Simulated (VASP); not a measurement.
# KMgF3 in VASP: further runs, part 2 of 2

VASP 6.6.1. The steps go on from the part before.

## 3. Single point, PBE (strain -0.030 along x and y, -0.015 along z)

Contents of INCAR:

```
SYSTEM = KMgF3
ALGO = Normal ; EDIFF = 1E-6
ENCUT = 520 ; GGA = PE
ISIF = 2 ; ISMEAR = 0
LASPH = .TRUE. ; LCHARG = .TRUE.
LELF = .TRUE. ; LREAL = .FALSE.
LVHAR = .TRUE. ; LWAVE = .FALSE.
NBANDS = 24 ; NELM = 80
PREC = Accurate ; SIGMA = 0.05
```

Contents of KPOINTS:

```
k-points
0
G
  6 6 6
  0 0 0
```

Contents of POSCAR:

```
KMgF3
1.0
    3.8663230000      0.0000000000      0.0000000000
    0.0000000000      3.8663230000      0.0000000000
    0.0000000000      0.0000000000      3.9261115000
K Mg F
1 1 3
Direct
    0.5000000000      0.5000000000      0.5000000000
    0.0000000000      0.0000000000      0.0000000000
    0.5000000000      0.0000000000      0.0000000000
    0.0000000000      0.5000000000      0.0000000000
    0.0000000000      0.0000000000      0.5000000000
```

Potentials or basis: VASP PAW PBE potentials, release 64 (K_sv, Mg, F).

Launch:

```console
$ cat potpaw_PBE.64/K_sv/POTCAR potpaw_PBE.64/Mg/POTCAR potpaw_PBE.64/F/POTCAR > POTCAR
$ mpirun -np 1 vasp_std > vasp.out
```

It took 31 s on 1 thread of Intel Xeon Platinum 8488C (Sapphire Rapids), shared host; peak memory 0.2 GiB.

It converged, with:

- Free energy: -24.2033 eV
- Pressure: 10.8 GPa
- Band gap on the k mesh: 7.89 eV, indirect (least direct gap 8.23 eV)

Stress tensor (GPa, compression positive):
```
11.51  0.00  0.00
 0.00 11.51  0.00
 0.00  0.00  9.33
```

Levels at points of the mesh, in eV from the valence-band top:
```tsv
k point	band 14	band 15	band 16	band 17	band 18	band 19
(0.00, 0.00, 0.00)	-0.33	-0.33	-0.33	7.89	10.13	10.20
(0.50, 0.00, 0.00)	-0.98	-0.59	-0.59	10.61	11.25	11.35
(0.50, 0.50, 0.00)	-0.92	-0.92	-0.02	11.36	12.12	13.09
(0.00, 0.00, 0.50)	-0.91	-0.59	-0.59	10.55	11.22	11.23
(0.50, 0.00, 0.50)	-1.00	-0.99	-0.05	11.34	12.03	13.18
(0.50, 0.50, 0.50)	-0.02	-0.02	0.00	10.73	10.73	10.74
```

Caveat: the cell differs from its parent crystal (strain -0.030 along x and y, -0.015 along z). A k mesh can miss the band edges.

## 4. Single point, PBE (strain -0.030 along x and y, +0.000 along z)

Contents of INCAR:

```
SYSTEM = KMgF3
ALGO = Normal
EDIFF = 1E-6
ENCUT = 520
GGA = PE
ISIF = 2
ISMEAR = 0
LASPH = .TRUE.
LCHARG = .TRUE.
LELF = .TRUE.
LREAL = .FALSE.
LVHAR = .TRUE.
LWAVE = .FALSE.
NBANDS = 24
NELM = 100
PREC = Accurate
SIGMA = 0.05
```

KPOINTS is that of step 3.

POSCAR, as its differences from that of step 3:

```diff
@@ -4,3 +4,3 @@
     0.0000000000      3.8663230000      0.0000000000
-    0.0000000000      0.0000000000      3.9261115000
+    0.0000000000      0.0000000000      3.9859000000
 K Mg F
```

Launch:

```console
$ cat potpaw_PBE.64/K_sv/POTCAR potpaw_PBE.64/Mg/POTCAR potpaw_PBE.64/F/POTCAR > POTCAR
$ mpirun -np 1 vasp_std > vasp.out
```

Wall time 30 s (1 thread of Intel Xeon Platinum 8488C (Sapphire Rapids), shared host); peak memory 0.2 GiB.

It converged, with:

| Item | Value |
| --- | --- |
| Free energy | -24.2495 eV |
| Pressure | 9.2 GPa |
| Band gap on the k mesh | 7.76 eV, indirect (least direct gap 8.10 eV) |

Stress tensor (GPa, compression positive):
```
10.55  0.00  0.00
 0.00 10.55  0.00
 0.00  0.00  6.56
```

Levels at points of the mesh, in eV from the valence-band top:
```
           k point  band 13  band 14  band 15  band 16  band 17  band 18  band 19  band 20
(0.00, 0.00, 0.00)    -0.68    -0.34    -0.34    -0.34     7.76    10.06    10.21    12.30
(0.50, 0.00, 0.00)    -0.99    -0.98    -0.59    -0.58    10.52    11.08    11.34    12.95
(0.50, 0.50, 0.00)    -1.24    -0.87    -0.87    -0.02    11.28    12.09    12.94    12.94
(0.00, 0.00, 0.50)    -0.85    -0.85    -0.59    -0.59    10.41    11.03    11.10    13.08
(0.50, 0.00, 0.50)    -1.09    -1.02    -1.02    -0.07    11.23    11.92    13.12    13.12
(0.50, 0.50, 0.50)    -1.15    -0.04    -0.04     0.00    10.65    10.65    10.67    14.09
```

Caveat: the cell differs from its parent crystal (strain -0.030 along x and y, +0.000 along z).

## 5. Single point, PBE (strain -0.030 along x and y, +0.015 along z)

Contents of INCAR:

```
SYSTEM = KMgF3
PREC = Accurate ; ENCUT = 520
EDIFF = 1E-7 ; ISMEAR = 0
SIGMA = 0.05 ; LREAL = .False.
LASPH = .True. ; NELM = 100
ALGO = Normal ; ISIF = 2
LWAVE = .False. ; LCHARG = .True.
GGA = PE ; LELF = .True.
LVHAR = .True. ; NBANDS = 24
```

Contents of KPOINTS:

```
regular mesh
0
Gamma
  6 6 6
  0 0 0
```

POSCAR, as its differences from that of step 4:

```diff
@@ -4,3 +4,3 @@
     0.0000000000      3.8663230000      0.0000000000
-    0.0000000000      0.0000000000      3.9859000000
+    0.0000000000      0.0000000000      4.0456885000
 K Mg F
```

Potentials or basis: VASP PAW PBE potentials, release 64 (K_sv, Mg, F).

Launch:

```console
$ cat potpaw_PBE.64/K_sv/POTCAR potpaw_PBE.64/Mg/POTCAR potpaw_PBE.64/F/POTCAR > POTCAR
$ mpirun -np 1 vasp_std > vasp.out
```

OUTCAR:

```text
SYSTEM = KMgF3
   PREC = Accurate
   ENCUT = 520
   EDIFF = 1E-7
   ISMEAR = 0
   LREAL = .False.
   LASPH = .True.
   NELM = 100
   ISIF = 2
   GGA = PE

 ion  position               nearest neighbor table
   1  0.500  0.500  0.500-   5 2.73   5 2.73   5 2.73   5 2.73   4 2.80   3 2.80   4 2.80   3 2.80
                             4 2.80   3 2.80   4 2.80   3 2.80   2 3.40   2 3.40   2 3.40   2 3.40
   2  0.000  0.000  0.000-   3 1.93   4 1.93   4 1.93   3 1.93   5 2.02   5 2.02   1 3.40   1 3.40
                             1 3.40   1 3.40   1 3.40   1 3.40   1 3.40   1 3.40
[... 857 lines left out ...]
  -------------------------------------------------------------------------------------
  Total        3.6531215      3.6531215      1.5806236      0.0000000      0.0000000      0.0000000
  in kB       96.7800843     96.7800843     41.8745688      0.0000000      0.0000000      0.0000000
  external PRESSURE =      78.4782458 kB  Pullay stress =       0.0000000 kB

 VOLUME and BASIS-vectors are now :
 -----------------------------------------------------------------------------
  energy-cutoff  :      520.00
  volume of cell :       60.48
      direct lattice vectors                 reciprocal lattice vectors
     3.866323000  0.000000000  0.000000000     0.258643678  0.000000000  0.000000000
     0.000000000  3.866323000  0.000000000     0.000000000  0.258643678  0.000000000
     0.000000000  0.000000000  4.045688500     0.000000000  0.000000000  0.247176717

 POSITION                                       TOTAL-FORCE (eV/Angst)
 -----------------------------------------------------------------------------------
      1.93316      1.93316      2.02284         0.000000      0.000000      0.000000
      0.00000      0.00000      0.00000         0.000000      0.000000      0.000000
      1.93316      0.00000      0.00000         0.000000      0.000000      0.000000
      0.00000      1.93316      0.00000         0.000000      0.000000      0.000000
      0.00000      0.00000      2.02284         0.000000      0.000000      0.000000
 -----------------------------------------------------------------------------------
    total drift:                                0.000000     -0.000000      0.000000

  FREE ENERGIE OF THE ION-ELECTRON SYSTEM (eV)
  ---------------------------------------------------
  free  energy   TOTEN  =       -24.2812612589 eV

  energy  without entropy=      -24.2812612589  energy(sigma->0) =      -24.28126126
```

stdout:

```text
POSCAR found type information on POSCAR K MgF
 POSCAR found :  3 types and       5 ions
 scaLAPACK will be used
 LDA part: xc-table for (Slater+PW92), standard interpolation
 POSCAR, INCAR and KPOINTS ok, starting setup
 FFT: planning ... GRIDC
 FFT: planning ... GRID_SOFT
 FFT: planning ... GRID
 WAVECAR not read
 entering main loop
```

Wall time 33 s (1 thread of Intel Xeon Platinum 8488C (Sapphire Rapids), shared host); peak memory 0.2 GiB.

Results:

| Quantity | Value |
| --- | --- |
| Free energy | -24.2813 eV |
| Pressure | 7.8 GPa |
| Band gap on the k mesh | 7.62 eV, indirect (least direct gap 7.97 eV) |

Caveat: the cell differs from its parent crystal (strain -0.030 along x and y, +0.015 along z).

## 6. Overview

| cell | gap on the mesh (eV) | pressure (GPa) |
| --- | --- | --- |
| a = 4.105 Å, 5 atoms | 6.67 | -2.7 |
| a = 3.866, b = 3.866, c = 3.926 Å, 5 atoms | 7.89 | 10.8 |
| a = 3.866, b = 3.866, c = 3.986 Å, 5 atoms | 7.76 | 9.2 |
| a = 3.866, b = 3.866, c = 4.046 Å, 5 atoms | 7.62 | 7.8 |

Alike in all rows: task single point; level PBE; potentials or basis VASP PAW PBE potentials, release 64 (K_sv, Mg, F); no spin polarisation; k mesh 6 × 6 × 6; cutoff (eV) 520; smearing gaussian 0.05 eV.

Absolute energies hang on the potentials; compare differences alone.
